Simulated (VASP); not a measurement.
Here is a VASP 6.6.1 calculation.

INCAR

```
PREC = Accurate
ENCUT = 520
EDIFF = 1E-7
ISMEAR = 0
SIGMA = 0.1
LREAL = False
LASPH = True
NELM = 100
ALGO = Normal
ISIF = 2
LWAVE = False
LCHARG = True
GGA = PE
LELF = True
LVHAR = True
NBANDS = 23
```

The input KPOINTS:

```
regular mesh
0
Gamma
  10 10 10
```

Contents of POSCAR:

```
SiPb2
1.0
    0.0000000000      3.5614149565      3.5614149565
    3.5614149565      0.0000000000      3.5614149565
    3.5614149565      3.5614149565      0.0000000000
Si Pb
1 2
Direct
    0.0000000000      0.0000000000      0.0000000000
    0.7500000000      0.7500000000      0.7500000000
    0.2500000000      0.2500000000      0.2500000000
```

Potentials or basis: VASP PAW PBE potentials, release 64 (Si, Pb_d).

The run is started by

```bash
$ cat potpaw_PBE.64/Si/POTCAR potpaw_PBE.64/Pb_d/POTCAR > POTCAR
$ mpirun -np 1 vasp_std > vasp.out
```

Q: Predict the band gap on the k mesh.

A: Zero (band 16 reaches 6.10 eV, above the bottom of band 17 at 5.16 eV).

Q: Predict the pressure.

A: -0.1 GPa.

Caveat: spin-orbit coupling is left out, which moves the levels of the heavy elements.
